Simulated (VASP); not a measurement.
# InP: single point with PBEsol

The system is InP, a wire with vacuum.

```
In P
1.0
    14.50000    0.00000    0.00000
     0.00000   14.80000    0.00000
     0.00000    0.00000    5.45913
In P
5 5
Direct
  0.50000 0.50000 0.00000
  0.50000 0.31557 0.50000
  0.50000 0.68443 0.50000
  0.31175 0.50000 0.50000
  0.68825 0.50000 0.50000
  0.31175 0.50000 0.00000
  0.68825 0.50000 0.00000
  0.50000 0.50000 0.50000
  0.50000 0.31557 0.00000
  0.50000 0.68443 0.00000
```

| Quantity | Value |
| --- | --- |
| Program | VASP 6.6.1 |
| Task | single point |
| Functional | PBEsol |
| Potentials or basis | VASP PAW PBE potentials, release 64 (In_d, P) |
| Cutoff | 520 eV |
| k mesh | 1 × 1 × 10 |
| Occupations | gaussian, width 0.05 eV |
| Spin | no spin polarisation |

The largest force is 0.449 eV/Å and the band gap on the k mesh is zero (bands 45 and 46 overlap by 0.67 eV).

Forces in eV/Å, atoms in the order of the input:
```
In   0.000  0.000  0.000
In   0.000  0.076  0.000
In   0.000 -0.076  0.000
In   0.075  0.000  0.000
In  -0.075  0.000  0.000
P    0.449  0.000  0.000
P   -0.449  0.000  0.000
P    0.000  0.000  0.000
P    0.000  0.449  0.000
P    0.000 -0.449  0.000
```

Levels at points of the mesh, in eV from the Fermi level:
```tsv
k point	band 41	band 42	band 43	band 44	band 45	band 46	band 47	band 48	band 49	band 50
(0.00, 0.00, 0.00)	-2.30	-1.86	-1.55	-0.75	-0.75	-0.40	-0.02	0.15	0.15	1.23
(0.00, 0.00, 0.50)	-0.17	-0.17	-0.09	0.04	0.08	0.37	1.43	1.72	1.72	2.13
```

It took 6.7 min on 1 thread of Intel(R) Xeon(R) 6975P-C (Granite Rapids), with other jobs on the host, peak memory 1.1 GiB.

Caveat: the PAW data sets were made with another functional, which shifts forces and pressure a little; spin-orbit coupling is left out, which moves the levels of the heavy elements.
